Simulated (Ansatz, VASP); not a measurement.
HgS: VASP beside Ansatz

Contents of INCAR:

```
ALGO = Normal
EDIFF = 1E-6
ENCUT = 500
GGA = RP
GGA_COMPAT = False
ISIF = 2
ISMEAR = 0
LASPH = True
LCHARG = False
LREAL = False
LWAVE = False
NBANDS = 16
NELM = 120
PREC = Accurate
SIGMA = 0.05
```

Contents of KPOINTS:

```
k-points
0
Gamma
  8 8 8
```

The input POSCAR:

```
HgS
1.0
    0.0000000000      2.9289995691      2.9289995691
    2.9289995691      0.0000000000      2.9289995691
    2.9289995691      2.9289995691      0.0000000000
Hg S
1 1
Direct
    0.0000000000      0.0000000000      0.0000000000
    0.7500000000      0.7500000000      0.7500000000
```

Input for Ansatz:

```yaml
crystal:
  lattice:
    - [0.0, 2.9289995691, 2.9289995691]
    - [2.9289995691, 0.0, 2.9289995691]
    - [2.9289995691, 2.9289995691, 0.0]
  atoms:
    - { symbol: Hg, position: [0.0, 0.0, 0.0] }
    - { symbol: S, position: [0.75, 0.75, 0.75] }
basis:
  ecutwfc: 420
  ecutrho_ratio: 4
kpoints:
  mp_grid: { grid: [8, 8, 8] }
hamiltonian:
  xc: rpbe
scf:
  occupations: { method: gaussian, width: 0.05 }
output:
  forces: true
  stress: true
  eigenvalues: true
```

Alike in both runs: task single point; functional RPBE; k mesh 8 × 8 × 8; occupations gaussian, width 0.05 eV; no spin polarisation.

|  | VASP | Ansatz |
| --- | --- | --- |
| version | VASP 6.6.1 | Ansatz 0.2.0 |
| potentials or method | VASP PAW PBE potentials, release 64 (Hg, S), cutoff 500 eV | scalar-relativistic, plane waves, PAW |
| valence electrons in the cell | 18 | 26 |

Ansatz gave:

* gap on the k mesh at the Fermi level (eV): none
* pressure (GPa): 6.2

Q: What did VASP give for the same quantities?

A: gap on the k mesh at the Fermi level (eV): none; pressure (GPa): 6.5.

VASP's potentials were made for PBE, not for RPBE. A gap of «none» marks a metal or a gap that the smearing closes. VASP's potentials hold 18 valence electrons a cell and Ansatz's 26, so a difference there can come from the potentials and not from the codes.

Neither program's run includes spin-orbit coupling.
